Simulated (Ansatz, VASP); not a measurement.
## One calculation of SnO2, two programs

```xyz
6
Lattice="4.7605 0.0000 0.0000 0.0000 4.7605 0.0000 0.0000 0.0000 3.2002" Properties=species:S:1:pos:R:3 pbc="T T T"
Sn    0.0000    0.0000    0.0000
Sn    2.3802    2.3802    1.6001
O     1.4561    1.4561    0.0000
O     0.9241    3.8364    1.6001
O     3.3044    3.3044    0.0000
O     3.8364    0.9241    1.6001
```

Alike in both runs: task single point; functional LDA; k mesh 6 × 6 × 8; no spin polarisation.

|  | VASP | Ansatz |
| --- | --- | --- |
| version | VASP 6.6.1 | Ansatz 0.2.0 |
| potentials or method | VASP PAW LDA potentials, release 64 (Sn_d, O) | plane waves, PAW |
| plane-wave cutoff (eV) | 520 | 420 |
| occupations | gaussian, width 0.01 eV | fixed |
| valence electrons in the cell | 52 | 52 |

```tsv
	VASP	Ansatz	Ansatz less VASP
gap on the k mesh at the Fermi level (eV)	0.98	0.95	-0.034
pressure (GPa)	-2.8	-3.8	-1.00
traceless stress, the component that is largest in VASP (GPa)	0.26	-0.03	-0.287
rms of the force components (eV/Å)	0.026	0.036	+0.0101
```

LDA's correlation is that of Perdew and Zunger in VASP and of Perdew and Wang (1992) in Ansatz. Atom by atom the forces differ by 0.010 eV/Å (rms over components).
